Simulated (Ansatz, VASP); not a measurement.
# One calculation of Hg2Se, two programs

```xyz
3
Lattice="2.1087 1.2174 5.1536 -2.1087 1.2174 5.1536 0.0000 -2.4349 5.1536" Properties=species:S:1:pos:R:3 pbc="T T T"
Hg    0.0000    0.0000   11.9334
Hg    0.0000    0.0000    3.5274
Se    0.0000    0.0000    0.0000
```

Alike in both runs: functional PBE; k mesh 12 × 12 × 12; occupations gaussian, width 0.1 eV; no spin polarisation.

Ansatz relaxed the structure, and its values are those at the end. VASP's run is a single point on that final structure, the one shown.

```csv
,VASP,Ansatz
version,VASP 6.6.1,Ansatz 0.2.0
potentials or method,"VASP PAW PBE potentials, release 64 (Hg, Se), cutoff 520 eV","scalar-relativistic, plane waves, PAW"
valence electrons in the cell,30,56
```

|  | VASP | Ansatz | Ansatz less VASP |
| --- | --- | --- | --- |
| gap on the k mesh at the Fermi level (eV) | none | none | - |
| pressure (GPa) | 0.2 | 0.0 | -0.21 |

A gap of «none» marks a metal or a gap that the smearing closes. The functional is the same, so the differences come from potentials, cutoffs and numerics. VASP's potentials hold 30 valence electrons a cell and Ansatz's 56, so a difference there can come from the potentials and not from the codes.

Neither program's run includes spin-orbit coupling.
